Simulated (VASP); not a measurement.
Set up this calculation in VASP 6.6.1, as the native input.

```yaml
Task: single point
Functional: PBE0
Potentials_or_basis: VASP PAW PBE potentials, release 64 (Se, Li_sv)
Cutoff: 650 eV
k_mesh: 6 × 6 × 6
Occupations: gaussian, width 0.01 eV
Spin: no spin polarisation
Dipole_correction: no
Grid_for_exact_exchange_PRECFOCK: Normal
Further_INCAR_settings: ALGO = Normal; EDIFF = 1e-06; NBANDS = 13
Share_of_exact_exchange: 0.25
```

Li2Se:

```
CELL_PARAMETERS angstrom
0.00000 2.99352 2.99352
2.99352 0.00000 2.99352
2.99352 2.99352 0.00000
ATOMIC_POSITIONS crystal
Se 0.00000 0.00000 0.00000
Li 0.25000 0.25000 0.25000
Li 0.75000 0.75000 0.75000
```

The input as run:

POSCAR

```
Li2Se
1.0
    0.0000000000      2.9935209417      2.9935209417
    2.9935209417      0.0000000000      2.9935209417
    2.9935209417      2.9935209417      0.0000000000
Se Li
1 2
Direct
    0.0000000000      0.0000000000      0.0000000000
    0.2500000000      0.2500000000      0.2500000000
    0.7500000000      0.7500000000      0.7500000000
```

INCAR.step1

```
SYSTEM = Li2Se
ALGO = Normal
EDIFF = 1E-5
ENCUT = 650
GGA = PE
GGA_COMPAT = .FALSE.
ISIF = 2
ISMEAR = 0
LASPH = .TRUE.
LCHARG = .FALSE.
LREAL = .FALSE.
LWAVE = .TRUE.
NBANDS = 13
NELM = 120
PREC = Accurate
SIGMA = 0.01
```

INCAR.step2

```
SYSTEM = Li2Se
AEXX = 0.25
ALGO = Normal
EDIFF = 1E-6
ENCUT = 650
GGA = PE
GGA_COMPAT = .FALSE.
ISIF = 2
ISMEAR = 0
ISTART = 1
LASPH = .TRUE.
LCHARG = .FALSE.
LHFCALC = .TRUE.
LREAL = .FALSE.
LWAVE = .FALSE.
NBANDS = 13
NELM = 120
PREC = Accurate
PRECFOCK = Normal
SIGMA = 0.01
```

KPOINTS

```
k-points
0
G
  6 6 6
  0 0 0
```

Potentials or basis: VASP PAW PBE potentials, release 64 (Se, Li_sv).

The run is started by

```console
$ cat potpaw_PBE.64/Se/POTCAR potpaw_PBE.64/Li_sv/POTCAR > POTCAR
$ cp INCAR.step1 INCAR
$ mpirun -np 1 vasp_std > vasp.out
$ cp INCAR.step2 INCAR
$ mpirun -np 1 vasp_std > vasp.out
```

It gave:

```yaml
Pressure: -0.6 GPa
Band_gap_on_the_k_mesh: 4.50 eV (least direct gap 5.06 eV)
```

Caveat: the structure was generated, so it needn't be the stable form of Li2Se; the PAW data sets were made with another functional, which shifts forces and pressure a little.

Wall time 34 min on 1 thread of Intel(R) Xeon(R) Platinum 8259CL CPU @ 2.50GHz (Skylake/Cascade Lake), on a shared host, peak memory 0.24 GiB.
